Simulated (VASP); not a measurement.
Li, 1 atom in the cell. The structure is cubic, space group Im-3m (No. 229). The conventional cell has a = 3.555 Å, b = 3.555 Å, c = 3.555 Å, α = 90.00°, β = 90.00°, γ = 90.00°. Within 4.1 Å of Li (site symmetry m-3m) lie 14 Li at 3.08 to 3.56 Å. 

| Item | Value |
| --- | --- |
| Program | VASP 6.6.1 |
| Task | single point |
| Functional | PBEsol |
| Potentials or basis | VASP PAW PBE potentials, release 64 (Li_sv) |
| Cutoff | 520 eV |
| k mesh | 12 × 12 × 12 |
| Occupations | methfessel-paxton, width 0.05 eV |
| Spin | no spin polarisation |
| Dipole correction | no |
| Further INCAR settings | ALGO = Normal; EDIFF = 1e-07; NBANDS = 8 |

Potentials or basis: VASP PAW PBE potentials, release 64 (Li_sv).

The run is started by

```console
$ cat potpaw_PBE.64/Li_sv/POTCAR > POTCAR
$ mpirun -np 1 vasp_std > vasp.out
```

Hardware: 1 thread of Intel Xeon 6975P-C, with other jobs on the host.

Task: Estimate the wall time of this run.

Result: Wall time 5.5 s on 1 thread of Intel Xeon 6975P-C, on a shared host, peak memory 0.13 GiB. Counts: scf iterations 11, k points 72.
